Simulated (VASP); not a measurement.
Write the native input for VASP 6.6.1 that does the following.

| Property | Result |
| --- | --- |
| Task | single point |
| Functional | PBE |
| Potentials or basis | VASP PAW PBE potentials, release 64 (W_sv, C) |
| Cutoff | 520 eV |
| k mesh | 18 × 18 × 16 |
| Occupations | gaussian, width 0.15 eV |
| Spin | no spin polarisation |
| Dipole correction | no |
| Further INCAR settings | ALGO = Normal; EDIFF = 1e-06; NBANDS = 16 |

The structure of WC lies in POSCAR:

```
WC
1.0
    2.9005014360      0.0000000000      0.0000000000
   -1.4502507180      2.5119079273      0.0000000000
    0.0000000000      0.0000000000      2.8290000000
W C
1 1
Direct
   -0.0490484064      0.0398103764      0.0000000000
    0.6666666667      0.3333333333      0.5000000000
```

This cell differs from its parent crystal: atom 1 (W) moved by (-0.200, +0.100) A along x and y.

One way to write it, as run:

INCAR

```
ALGO = Normal
EDIFF = 1E-6
ENCUT = 520
GGA = PE
ISIF = 2
ISMEAR = 0
LASPH = True
LCHARG = True
LELF = True
LREAL = False
LVHAR = True
LWAVE = False
NBANDS = 16
NELM = 80
PREC = Accurate
SIGMA = 0.15
```

KPOINTS

```
k-points
0
Gamma
  18 18 16
```

Potentials or basis: VASP PAW PBE potentials, release 64 (W_sv, C).

The run is started by

```bash
$ cat potpaw_PBE.64/W_sv/POTCAR potpaw_PBE.64/C/POTCAR > POTCAR
$ mpirun -np 1 vasp_std > vasp.out
```

Results of the run:

| Item | Value |
| --- | --- |
| Pressure | 18.4 GPa |
| Largest force | 4.023 eV/Å |
| Band gap on the k mesh | zero (bands 9 and 10 overlap by 1.35 eV) |

Caveat: the cell differs from its parent crystal (atom 1 (W) moved by (-0.200, +0.100) A along x and y); the stress differs along the axes, from 11 to 25 GPa; spin-orbit coupling is left out, which moves the levels of the heavy elements; forces of over 1 eV/Å act on the atoms, so gaps and moduli don't describe the material at rest.

Wall time 7.1 min on 1 thread of Intel Xeon 8259CL, with other jobs on the host, peak memory 0.56 GiB.
